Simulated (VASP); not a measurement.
A run of VASP 6.6.1 is set up as follows.

INCAR

```
ALGO = Normal
EDIFF = 1E-6
EDIFFG = -0.01
ENCUT = 600
GGA = PE
IBRION = 2
ISIF = 3
ISMEAR = 0
LASPH = True
LCHARG = False
LREAL = False
LWAVE = False
NELM = 100
NSW = 100
PREC = Accurate
SIGMA = 0.1
```

File KPOINTS:

```
k-points
0
Gamma
  8 8 4
```

POSCAR

```
CdSeS4
1.0
    4.7421945341      0.0000000000      0.0000000000
    0.0000000000      4.7421945341      0.0000000000
    0.0000000000      0.0000000000     10.8143672223
Cd Se S
1 1 4
Direct
    0.0000000000      0.0000000000      0.0000000000
    0.5000000000      0.5000000000      0.5000000000
    0.5000000000      0.0000000000      0.0000000000
    0.0000000000      0.5000000000      0.0000000000
    0.0000000000      0.0000000000      0.4111756567
    0.0000000000      0.0000000000      0.5888243433
```

Potentials or basis: VASP PAW PBE potentials, release 64 (Cd, Se, S).

Command:

```bash
$ cat potpaw_PBE.64/Cd/POTCAR potpaw_PBE.64/Se/POTCAR potpaw_PBE.64/S/POTCAR > POTCAR
$ mpirun -np 1 vasp_std > vasp.out
```

Task: Predict the space group after relaxing (to 0.1 Å).

Result: P4/mmm (No. 123).

Task: Estimate the relaxed volume.

Result: 40.76 Å³/atom.

Task: Estimate the relaxed cell.

Result: a = 4.758 Å, b = 4.758 Å, c = 10.801 Å, α = 90.00°, β = 90.00°, γ = 90.00°.

Task: Estimate the band gap on the k mesh.

Result: Zero (bands 21 and 22 overlap by 0.76 eV).

Step by step:
```
step  energy change (eV)  largest force (eV/Å)  pressure (GPa)  volume (Å³)
   1              0.0000                0.2141            0.05       243.20
   2              0.0008                0.3774            0.23       243.65
   3             -0.0017                0.0444            0.13       243.40
   4             -0.0022                0.0020            0.00       244.54
```

Caveat: semilocal functionals underestimate gaps, and a narrow one can read as zero.
